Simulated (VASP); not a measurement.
# Nb2B4Pt (P-3m1) in VASP: a series of runs

Nb2B4Pt is run at these levels: PBE; tasks: single point, relaxation of shape and atoms at fixed volume, relaxation of cell and atoms.

All numbers are computed with VASP 6.6.1; they aren't measurements. Logs are shortened: lines on timing, memory, paths and dates and some standing lists are left out, and cuts for length are marked.

## 1. The cell of the first run

It takes space group P-3m1 (No. 164, trigonal). Conventional cell: a = 3.054 Å, b = 3.054 Å, c = 8.909 Å, α = 90.00°, β = 90.00°, γ = 120.00°. Nb (site symmetry 3m) has 9 B at 2.35 to 2.40 Å and 1 Pt at 2.85 Å and 7 Nb at 3.05 to 3.21 Å within 3.3 Å. B (site symmetry 3m) has 3 Pt at 2.19 Å and 3 Nb at 2.35 Å within 2.9 Å. Within 2.5 Å of B (site symmetry 3m) lie 3 B at 1.76 Å and 6 Nb at 2.37 to 2.40 Å. Pt (site symmetry -3m) has 6 B at 2.19 Å and 2 Nb at 2.85 Å within 2.9 Å.

## 2. Single point, PBE (10.28 Å³/atom)

Input file INCAR:

```
SYSTEM = Nb2B4Pt
PREC     = Accurate       ! precision mode
ENCUT    = 520            ! plane-wave cutoff, eV
EDIFF    = 1E-6           ! SCF threshold, eV
ISMEAR   = 0              ! smearing method
SIGMA    = 0.1            ! smearing width, eV
LREAL    = .False.        ! projectors in reciprocal space
LASPH    = .True.         ! aspherical terms in the spheres
NELM     = 60             ! most SCF steps
ALGO     = Normal         ! electronic algorithm
ISIF     = 2              ! what is computed and relaxed
LWAVE    = .False.        ! write WAVECAR
LCHARG   = .False.        ! write CHGCAR
GGA      = PE             ! functional
NBANDS   = 33             ! bands
```

Input file KPOINTS:

```
regular mesh
0
Gamma
  12 12 4
  0 0 0
```

Input file POSCAR:

```
Nb2B4Pt
1.0
    3.0535384114      0.0000000000      0.0000000000
   -1.5267692057      2.6444418357      0.0000000000
    0.0000000000      0.0000000000      8.9091074269
Nb B Pt
2 4 1
Direct
    0.0000000000      0.0000000000      0.1801030978
    0.0000000000      0.0000000000      0.8198969022
    0.3333333333      0.6666666667      0.3546366004
    0.6666666667      0.3333333333      0.6453633996
    0.6666666667      0.3333333333      0.0028570755
    0.3333333333      0.6666666667      0.9971429245
    0.0000000000      0.0000000000      0.5000000000
```

Potentials or basis: VASP PAW PBE potentials, release 64 (Nb_sv, B, Pt).

The run is started by

```bash
$ cat potpaw_PBE.64/Nb_sv/POTCAR potpaw_PBE.64/B/POTCAR potpaw_PBE.64/Pt/POTCAR > POTCAR
$ mpirun -np 1 vasp_std > vasp.out
```

OUTCAR:

```text
SYSTEM = Nb2B4Pt
   PREC = Accurate
   ENCUT = 520
   EDIFF = 1E-6
   ISMEAR = 0
   LREAL = .False.
   LASPH = .True.
   NELM = 60
   ISIF = 2
   GGA = PE

 ion  position               nearest neighbor table
   1  0.000  0.000  0.180-   3 2.35   3 2.35   3 2.35   5 2.37   5 2.37   5 2.37   6 2.40   6 2.40
                             6 2.40   7 2.85
   2  0.000  0.000  0.820-   4 2.35   4 2.35   4 2.35   6 2.37   6 2.37   6 2.37   5 2.40   5 2.40
                             5 2.40   7 2.85
   3  0.333  0.667  0.355-   7 2.19   7 2.19   7 2.19   1 2.35   1 2.35   1 2.35
   4  0.667  0.333  0.645-   7 2.19   7 2.19   7 2.19   2 2.35   2 2.35   2 2.35
   5  0.667  0.333  0.003-   6 1.76   6 1.76   6 1.76   1 2.37   1 2.37   1 2.37   2 2.40   2 2.40
                             2 2.40
   6  0.333  0.667  0.997-   5 1.76   5 1.76   5 1.76   2 2.37   2 2.37   2 2.37   1 2.40   1 2.40
                             1 2.40
   7  0.000  0.000  0.500-   3 2.19   4 2.19   3 2.19   4 2.19   4 2.19   3 2.19   1 2.85   2 2.85

  LATTYP: Found a hexagonal cell.
 ALAT       =     3.0535384114
 C/A-ratio  =     2.9176339795

  Lattice vectors:

 A1 = (   3.0535384114,   0.0000000000,   0.0000000000)
 A2 = (  -1.5267692057,   2.6444418357,   0.0000000000)
 A3 = (   0.0000000000,   0.0000000000,   8.9091074269)

Analysis of symmetry for initial positions (statically):
=====================================================================
 Subroutine PRICEL returns:
 Original cell was already a primitive cell.

 Routine SETGRP: Setting up the symmetry group for a
 hexagonal supercell.

 Subroutine GETGRP returns: Found 12 space group operations
 (whereof 12 operations were pure point group operations)
 out of a pool of 24 trial point group operations.

The static configuration has the point symmetry D_3d.

Analysis of symmetry for dynamics (positions and initial velocities):
=====================================================================
 Subroutine PRICEL returns:
 Original cell was already a primitive cell.

 Routine SETGRP: Setting up the symmetry group for a
 hexagonal supercell.

 Subroutine GETGRP returns: Found 12 space group operations
 (whereof 12 operations were pure point group operations)
 out of a pool of 24 trial point group operations.

The dynamic configuration has the point symmetry D_3d.

 Subroutine INISYM returns: Found 12 space group operations
 (whereof 12 operations are pure point group operations),
 and found     1 'primitive' translations

----------------------------------------------------------------------------------------

                                     Primitive cell

  volume of cell :      71.9402

  direct lattice vectors                    reciprocal lattice vectors
     3.053538411  0.000000000  0.000000000     0.327488921  0.189075817  0.000000000
    -1.526769206  2.644441836  0.000000000     0.000000000  0.378151634  0.000000000
     0.000000000  0.000000000  8.909107427     0.000000000  0.000000000  0.112244690

  length of vectors
     3.053538411  3.053538411  8.909107427     0.378151634  0.378151634  0.112244690

  position of ions in fractional coordinates (direct lattice)
     0.000000000  0.000000000  0.180103098
     0.000000000  0.000000000  0.819896902
     0.333333333  0.666666667  0.354636600
     0.666666667  0.333333333  0.645363400
     0.666666667  0.333333333  0.002857076
     0.333333333  0.666666667  0.997142924
     0.000000000  0.000000000  0.500000000

  ion indices of the primitive-cell ions
   primitive index   ion index
                 1           1
                 2           2
                 3           3
                 4           4
                 5           5
                 6           6
                 7           7

----------------------------------------------------------------------------------------

 KPOINTS: regular mesh

Automatic generation of k-mesh.
 Grid dimensions read from file:
 generate k-points for:   12   12    4

 Generating k-lattice:

  Cartesian coordinates                     Fractional coordinates (reciprocal lattice)
     0.027290743  0.015756318  0.000000000     0.083333333 -0.000000000  0.000000000
     0.000000000  0.031512636  0.000000000     0.000000000  0.083333333  0.000000000
     0.000000000  0.000000000  0.028061172     0.000000000  0.000000000  0.250000000

  Length of vectors
     0.031512636  0.031512636  0.028061172

  Shift w.r.t. Gamma in fractional coordinates (k-lattice)
     0.000000000  0.000000000  0.000000000

 Subroutine IBZKPT returns following result:
 ===========================================

 Found     69 irreducible k-points:

 Following reciprocal coordinates:
            Coordinates               Weight
  0.000000  0.000000  0.000000      1.000000
  0.083333 -0.000000  0.000000      6.000000
  0.166667 -0.000000  0.000000      6.000000
  0.250000  0.000000  0.000000      6.000000
  0.333333 -0.000000  0.000000      6.000000
  0.416667 -0.000000  0.000000      6.000000
[... 16 lines left out ...]
  0.166667 -0.000000  0.250000      6.000000
  0.000000  0.166667  0.250000      6.000000
 [... further k-points ...]
   k-points           NKPTS =     69   k-points in BZ     NKDIM =     69   number of bands    NBANDS=     33
   number of dos      NEDOS =    301   number of ions     NIONS =      7
   total plane-waves  NPLWV =  40320
   dimension x,y,z NGX =    24 NGY =   24 NGZ =   70
   dimension x,y,z NGXF=    48 NGYF=   48 NGZF=  140
   ions per type =               2   4   1
   NGX,Y,Z   is equivalent  to a cutoff of  13.07, 13.07, 13.06 a.u.
   NGXF,Y,Z  is equivalent  to a cutoff of  26.13, 26.13, 26.12 a.u.
 SYSTEM =  Nb2B4Pt
   PREC   = accura    normal or accurate (medium, high low for compatibility)
   ISTART =      0    job   : 0-new  1-cont  2-samecut
   ICHARG =      2    charge: 1-file 2-atom 10-const
   ISPIN  =      1    spin polarized calculation?
   LNONCOLLINEAR =      F non collinear calculations
   LSORBIT =      F    spin-orbit coupling
   LASPH  =      T    aspherical Exc in radial PAW
   ENCUT  =  520.0 eV  38.22 Ry    6.18 a.u.   5.68  5.68 16.57*2*pi/ulx,y,z
   NELM   =     60;   NELMIN=  2; NELMDL= -5     # of ELM steps
   EDIFF  = 0.1E-05   stopping-criterion for ELM
   LREAL  =      F    real-space projection
   EDIFFG = 0.1E-04   stopping-criterion for IOM
   NSW    =      0    number of steps for IOM
   IBRION =     -1    ionic relax: 0-MD 1-quasi-New 2-CG
   NFREE  =      0    steps in history (QN), initial steepest desc. (CG)
   ISIF   =      2    stress and relaxation
   ISYM   =      2    0-nonsym 1-usesym 2-fastsym
   POTIM  = 0.5000    time-step for ionic-motion
   TEBEG  =    0.0;   TEEND  =   0.0 temperature during run
   PSTRESS=    0.0 pullay stress
   NELECT =      48.0000    total number of electrons
   NUPDOWN=      -1.0000    fix difference up-down
   EMIN   =  10.00;   EMAX   =-10.00  energy-range for DOS
   EFERMI =   0.00;   METHOD = LEGACY
   ISMEAR =     0;   SIGMA  =   0.10  broadening in eV -4-tet -1-fermi 0-gaus
   EFERMI_NEDOS =   21; number of points for ismear=-14 and -15
   IALGO  =     38    algorithm
   IMIX   =      4    mixing-type and parameters
     AMIX     =   0.40;   BMIX     =  1.00
     AMIX_MAG =   1.60;   BMIX_MAG =  1.00
  volume/ion in A,a.u.               =      10.28        69.35
  Fermi-wavevector in a.u.,A,eV,Ry     =   1.430534  2.703316 27.843319  2.046426
  Thomas-Fermi vector in A             =   2.550368
   LORBIT       =      0    0 simple, 1 ext, 2 COOP (PROOUT), +10 PAW based schemes
   GGA     = PE    functional components
   LHFCALC =     F    Hartree Fock is set to
   AEXX    =    0.0000 exact exchange contribution
   IVDW    =     0    specifies the selected vdW correction
   LEPSILON=     F    determine dielectric tensor
   LRPA    =     F    only Hartree local field effects (RPA)
 non-spin polarized calculation
 Gauss-broadening in eV      SIGMA  =   0.10
  energy-cutoff  :      520.00
  volume of cell :       71.94
 maximum number of plane-waves:      1957
 NGX is ok and might be reduce to    24
   NGX = 11   NGY = 11   NGZ = 33

 number of electron      47.9999999 magnetization

 Free energy of the ion-electron system (eV)
  ---------------------------------------------------
  ext. energy  EPLUGINS =         0.00000000
  ---------------------------------------------------
  free energy    TOTEN  =       -56.02157052 eV

  energy without entropy =      -56.00718059  energy(sigma->0) =      -56.01437556

 E-fermi :  11.2320     XC(G=0): -13.0202

 val. band max:       11.2266590938   @ k =   0.0833  -0.0000   0.5000
 cond. band min:      11.2393106685   @ k =  -0.0833   0.3333   0.2500
 fundamental gap:      0.0126515747
 Fermi energy:        11.2319859611

 k-point     1 :       0.0000    0.0000    0.0000
  band No.  band energies     occupation
      1     -43.4979      2.00000
      2     -43.4800      2.00000
      3     -19.9420      2.00000
      4     -19.6778      2.00000
      5     -19.1988      2.00000
      6     -19.1988      2.00000
[... 25 lines left out ...]
     32      15.4564      0.00000
     33      15.4564      0.00000

 k-point     2 :       0.0833   -0.0000    0.0000
  band No.  band energies     occupation
      1     -43.4909      2.00000
      2     -43.4731      2.00000
      3     -19.9300      2.00000
      4     -19.6679      2.00000
      5     -19.2579      2.00000
      6     -19.2347      2.00000
[... 25 lines left out ...]
     32      15.2701      0.00000
     33      15.5228      0.00000
[... 754 lines left out ...]
     32      15.4955      0.00000
     33      16.5774      0.00000

 k-point    24 :       0.0000    0.1667    0.2500
  band No.  band energies     occupation
      1     -43.4716      2.00000
      2     -43.4541      2.00000
      3     -19.8941      2.00000
      4     -19.6437      2.00000
      5     -19.4165      2.00000
      6     -19.3893      2.00000
[... 25 lines left out ...]
     32      15.7002      0.00000
     33      16.2953      0.00000

 [... further k-points ...]

------------------------ aborting loop because EDIFF is reached ----------------------------------------

  FORCE on cell =-STRESS in cart. coord.  units (eV):
  Direction    XX          YY          ZZ          XY          YZ          ZX
  --------------------------------------------------------------------------------------
  -------------------------------------------------------------------------------------
  Total        7.9031827      7.9031827      7.8485848      0.0000000      0.0000000      0.0000000
  in kB      176.0114837    176.0114837    174.7955358      0.0000000      0.0000000      0.0000000
  external PRESSURE =     175.6061678 kB  Pullay stress =       0.0000000 kB

 VOLUME and BASIS-vectors are now :
 -----------------------------------------------------------------------------
  energy-cutoff  :      520.00
  volume of cell :       71.94
      direct lattice vectors                 reciprocal lattice vectors
     3.053538411  0.000000000  0.000000000     0.327488921  0.189075817  0.000000000
    -1.526769206  2.644441836  0.000000000     0.000000000  0.378151634  0.000000000
     0.000000000  0.000000000  8.909107427     0.000000000  0.000000000  0.112244690

 POSITION                                       TOTAL-FORCE (eV/Angst)
 -----------------------------------------------------------------------------------
      0.00000      0.00000      1.60456         0.000000     -0.000000     -0.001455
      0.00000      0.00000      7.30455        -0.000000      0.000000      0.001455
     -0.00000      1.76296      3.15950         0.000000      0.000000     -0.006104
      1.52677      0.88148      5.74961        -0.000000      0.000000      0.006104
      1.52677      0.88148      0.02545         0.000000      0.000000      0.000163
     -0.00000      1.76296      8.88365         0.000000     -0.000000     -0.000163
      0.00000      0.00000      4.45455         0.000000      0.000000      0.000000
 -----------------------------------------------------------------------------------
    total drift:                               -0.000000      0.000000      0.000000

  FREE ENERGIE OF THE ION-ELECTRON SYSTEM (eV)
  ---------------------------------------------------
  free  energy   TOTEN  =       -56.0215705245 eV

  energy  without entropy=      -56.0071805883  energy(sigma->0) =      -56.01437556
```

Run time: 86 s. Hardware: 1 thread of Intel Xeon 6975P-C (Granite Rapids), shared host; peak memory 0.29 GiB.

What came out:

- Free energy: -56.0216 eV
- Pressure: 17.6 GPa
- Largest force: 0.006 eV/Å
- Band gap on the k mesh: zero (bands 24 and 25 overlap by 1.03 eV)

Forces in eV/Å, atoms in the order of the input:
```
Nb   0.000  0.000 -0.001
Nb   0.000  0.000  0.001
B    0.000  0.000 -0.006
B    0.000  0.000  0.006
B    0.000  0.000  0.000
B    0.000  0.000  0.000
Pt   0.000  0.000  0.000
```

Caveat: the cell stands under pressure; spin-orbit coupling is left out, which moves the levels of the heavy elements.

## 3. Single point, PBE

This run uses another cell than the first one, of 10.93 Å³/atom.

Input file INCAR:

```
ALGO = Normal ; EDIFF = 1E-6
ENCUT = 520 ; GGA = PE
ISIF = 2 ; ISMEAR = 0
LASPH = True ; LCHARG = True
LELF = True ; LREAL = False
LVHAR = True ; LWAVE = False
NBANDS = 33 ; NELM = 60
PREC = Accurate ; SIGMA = 0.1
```

Input file KPOINTS:

```
k-points
0
Gamma
  12 12 4
```

Input file POSCAR:

```
Nb2B4Pt
1.0
    3.1226531344      0.0000000000      0.0000000000
   -1.5613265672      2.7042969416      0.0000000000
    0.0000000000      0.0000000000      9.0628674143
Nb B Pt
2 4 1
Direct
    0.0000000000      0.0000000000      0.1798087884
    0.0000000000      0.0000000000      0.8201912116
    0.3333333333      0.6666666667      0.3558665651
    0.6666666667      0.3333333333      0.6441334349
    0.6666666667      0.3333333333      0.0032077430
    0.3333333333      0.6666666667      0.9967922570
    0.0000000000      0.0000000000      0.5000000000
```

Potentials or basis: VASP PAW PBE potentials, release 64 (Nb_sv, B, Pt).

The run is started by

```bash
$ cat potpaw_PBE.64/Nb_sv/POTCAR potpaw_PBE.64/B/POTCAR potpaw_PBE.64/Pt/POTCAR > POTCAR
$ mpirun -np 1 vasp_std > vasp.out
```

Run time: 86 s. Hardware: 1 thread of Intel Xeon 6975P-C (Granite Rapids), shared host; peak memory 0.28 GiB.

The run converged. Its results:

```
Free energy            : -56.2586 eV
Pressure               : -0.3 GPa
Largest force          : 0.007 eV/Å
Band gap on the k mesh : zero (bands 24 and 25 overlap by 0.96 eV)
```

Forces in eV/Å, atoms in the order of the input:
```
Nb   0.000  0.000 -0.007
Nb   0.000  0.000  0.007
B    0.000  0.000 -0.003
B    0.000  0.000  0.003
B    0.000  0.000 -0.003
B    0.000  0.000  0.003
Pt   0.000  0.000  0.000
```

Levels at points of the mesh, in eV from the Fermi level:
| k point | band 22 | band 23 | band 24 | band 25 | band 26 | band 27 |
| --- | --- | --- | --- | --- | --- | --- |
| (0.00, 0.00, 0.00) | -0.75 | 0.03 | 0.03 | 0.12 | 1.22 | 1.80 |
| (0.50, 0.00, 0.00) | -1.35 | -1.17 | -0.77 | 0.21 | 1.01 | 2.94 |
| (0.00, 0.00, 0.50) | -0.38 | -0.38 | 0.12 | 0.12 | 0.98 | 0.98 |
| (0.50, 0.00, 0.50) | -1.67 | -1.02 | -0.74 | -0.59 | 2.60 | 3.26 |

Caveat: spin-orbit coupling is left out, which moves the levels of the heavy elements.

## 4. Single point, PBE

This run uses another cell than the first one, of 10.93 Å³/atom.

Input file INCAR:

```
PREC = Accurate
ENCUT = 520
EDIFF = 1E-7
ISMEAR = 0
SIGMA = 0.1
LREAL = False
LASPH = True
NELM = 100
ALGO = Normal
ISIF = 2
LWAVE = False
LCHARG = False
GGA = PE
NBANDS = 33
```

Input file KPOINTS:

```
regular mesh
0
Gamma
  12 12 4
```

Input file POSCAR:

```
Nb2B4Pt
1.0
    3.1225353953      0.0000000000      0.0000000000
   -1.5612676977      2.7041949766      0.0000000000
    0.0000000000      0.0000000000      9.0639361020
Nb B Pt
2 4 1
Direct
    0.0000000000      0.0000000000      0.1797791821
    0.0000000000      0.0000000000      0.8202208179
    0.3333333333      0.6666666667      0.3558482196
    0.6666666667      0.3333333333      0.6441517804
    0.6666666667      0.3333333333      0.0031778950
    0.3333333333      0.6666666667      0.9968221050
    0.0000000000      0.0000000000      0.5000000000
```

The run is started by

```bash
$ cat potpaw_PBE.64/Nb_sv/POTCAR potpaw_PBE.64/B/POTCAR potpaw_PBE.64/Pt/POTCAR > POTCAR
$ mpirun -np 1 vasp_std > vasp.out
```

Wall time 84 s (1 thread of Intel Xeon 6975P-C (Granite Rapids), shared host); peak memory 0.28 GiB.

It converged, with:

| Property | Result |
| --- | --- |
| Free energy | -56.2586 eV |
| Pressure | -0.3 GPa |
| Band gap on the k mesh | zero (bands 24 and 25 overlap by 0.96 eV) |

Forces in eV/Å, atoms in the order of the input:
```
Nb   0.000  0.000 -0.003
Nb   0.000  0.000  0.003
B    0.000  0.000 -0.002
B    0.000  0.000  0.002
B    0.000  0.000  0.000
B    0.000  0.000  0.000
Pt   0.000  0.000  0.000
```

Stress tensor (GPa, compression positive):
```
-0.29  0.00  0.00
 0.00 -0.29  0.00
 0.00  0.00 -0.39
```

Levels at points of the mesh, in eV from the Fermi level:
```
           k point  band 20  band 21  band 22  band 23  band 24  band 25  band 26  band 27  band 28  band 29
(0.00, 0.00, 0.00)    -2.91    -0.75    -0.75     0.03     0.03     0.12     1.22     1.80     1.80     2.38
(0.50, 0.00, 0.00)    -2.45    -1.99    -1.35    -1.17    -0.77     0.21     1.01     2.94     3.18     3.54
(0.00, 0.00, 0.50)    -2.95    -0.66    -0.37    -0.37     0.12     0.12     0.98     0.98     1.89     2.30
(0.50, 0.00, 0.50)    -2.74    -1.98    -1.67    -1.02    -0.74    -0.59     2.60     3.26     3.43     3.79
```

Caveat: spin-orbit coupling is left out, which moves the levels of the heavy elements.

(Part 1 of 2 ends here.)
